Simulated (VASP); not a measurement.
**HfN: single point with LDA**

HfN:

```
Hf N
1.0
     0.00000    2.41461    2.41461
     2.41461    0.00000    2.41461
     2.41461    2.41461    0.00000
Hf N
1 1
Direct
  0.01455 0.91681 0.01476
  0.73545 0.83319 0.73524
```

This cell differs from its parent crystal: atoms moved at random.

| Item | Value |
| --- | --- |
| Program | VASP 6.6.1 |
| Task | single point |
| Functional | LDA |
| Potentials or basis | VASP PAW LDA potentials, release 64 (Hf_pv, N) |
| Cutoff | 520 eV |
| k mesh | 12 × 12 × 12 |
| Occupations | gaussian, width 0.15 eV |
| Spin | no spin polarisation |

```
Pressure      : 18.1 GPa
Largest force : 5.063 eV/Å
```

Forces on the atoms (eV/Å):
```
Hf   3.157  2.366  3.173
N   -3.157 -2.366 -3.173
```

Stress tensor (GPa, compression positive):
```
13.82 20.90  4.75
20.90 26.72 20.79
 4.75 20.79 13.75
```

Levels at points of the mesh, in eV from the Fermi level:
```csv
k point,band 3,band 4,band 5,band 6,band 7,band 8,band 9,band 10,band 11,band 12
"(0.00, 0.00, 0.00)",-30.28,-15.78,-5.69,-5.42,-3.79,-0.95,2.40,2.49,4.55,9.88
"(0.50, 0.00, 0.00)",-30.35,-14.22,-5.66,-4.72,-3.54,0.83,1.88,3.02,4.89,6.15
"(0.00, 0.50, 0.00)",-30.36,-15.07,-5.83,-5.30,-5.12,2.75,3.67,4.06,5.62,7.96
"(0.00, 0.00, 0.50)",-30.35,-14.22,-5.66,-4.72,-3.54,0.83,1.88,3.02,4.89,6.14
"(0.50, 0.50, 0.50)",-30.35,-13.71,-5.43,-4.48,-3.01,0.13,1.06,2.80,4.61,5.04
"(0.50, 0.50, 0.00)",-30.47,-14.02,-6.48,-4.00,-3.30,-0.07,3.08,4.53,5.24,5.73
"(0.00, 0.50, 0.50)",-30.47,-14.02,-6.48,-4.01,-3.30,-0.06,3.07,4.53,5.24,5.72
"(0.50, 0.00, 0.50)",-30.50,-13.55,-6.71,-4.16,-2.96,-0.20,2.80,4.38,5.02,5.54
```

It took 2.5 min on 1 thread of AMD EPYC 9R45 (Zen 5) (shared host), peak memory 0.4 GiB.

Caveat: the cell differs from its parent crystal (atoms moved at random); spin-orbit coupling is left out, which moves the levels of the heavy elements; forces of over 1 eV/Å act on the atoms, so gaps and moduli don't describe the material at rest.
